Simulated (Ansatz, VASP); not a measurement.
# BeS in VASP and in Ansatz

```xyz
2
Lattice="0.0000 2.4343 2.4343 2.3734 0.0000 2.4343 2.3734 2.4343 0.0000" Properties=species:S:1:pos:R:3 pbc="T T T"
Be    0.0000    0.0000    0.0000
S     1.1867    1.2172    1.2172
```

Change from the starting cell: uniaxial_x strain -2.5%.

Alike in both runs: task single point; functional r2SCAN; k mesh 10 × 10 × 10; no spin polarisation.

```csv
,VASP,Ansatz
version,VASP 6.6.1,Ansatz 0.2.0
potentials or method,"VASP PAW PBE potentials, release 64 (Be, S)","plane waves, PAW"
plane-wave cutoff (eV),520,500
occupations,"gaussian, width 0.01 eV",fixed
valence electrons in the cell,8,8
```

|  | VASP | Ansatz | Ansatz less VASP |
| --- | --- | --- | --- |
| gap on the k mesh at the Fermi level (eV) | 3.32 | 3.31 | -0.010 |
| pressure (GPa) | 2.9 | 2.6 | -0.29 |
| traceless stress, the component that is largest in VASP (GPa) | 1.63 | 1.65 | +0.026 |

VASP's potentials were made for PBE, not for r2SCAN.
